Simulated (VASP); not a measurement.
Set up this calculation in VASP 6.6.1, as the native input.

```
Task                   : single point
Functional             : LDA
Potentials or basis    : VASP PAW LDA potentials, release 64 (Pt, Se)
Cutoff                 : 520 eV
k mesh                 : 4 × 4 × 6
Occupations            : fermi-dirac, width 0.02 eV
Spin                   : no spin polarisation
Dipole correction      : no
Further INCAR settings : ALGO = Normal; EDIFF = 1e-06; NBANDS = 31
```

The structure of PtSe2 lies in POSCAR:

```
PtSe2
1.0
    5.7465248854      0.0000000000      0.0000000000
    0.0000000000      5.7465248854      0.0000000000
    0.0000000000      0.0000000000      3.9813365815
Pt Se
2 4
Direct
    0.0000000000      0.0000000000      0.0000000000
    0.5000000000      0.5000000000      0.5000000000
    0.3092307571      0.3092307571      0.0000000000
    0.1907692429      0.8092307571      0.5000000000
    0.8092307571      0.1907692429      0.5000000000
    0.6907692429      0.6907692429      0.0000000000
```

The input as run:

INCAR

```
ALGO = Normal
EDIFF = 1E-6
ENCUT = 520
ISIF = 2
ISMEAR = -1
LASPH = T
LCHARG = F
LREAL = F
LWAVE = F
NBANDS = 31
NELM = 100
PREC = Accurate
SIGMA = 0.02
```

KPOINTS

```
k-points
0
Gamma
  4 4 6
```

Potentials or basis: VASP PAW LDA potentials, release 64 (Pt, Se).

Run with:

```bash
$ cat potpaw_LDA.64/Pt/POTCAR potpaw_LDA.64/Se/POTCAR > POTCAR
$ mpirun -np 1 vasp_std > vasp.out
```

It gave:

The pressure is -4.0 GPa, the largest force is 0.084 eV/Å and the band gap on the k mesh is zero (bands 22 and 23 overlap by 0.41 eV).

Caveat: the cell stands under tension; the structure was generated, so it needn't be the stable form of PtSe2; spin-orbit coupling is left out, which moves the levels of the heavy elements.

Wall time 53 s on 1 thread of AMD EPYC 9R45 (Zen 5) (shared host), peak memory 0.21 GiB.
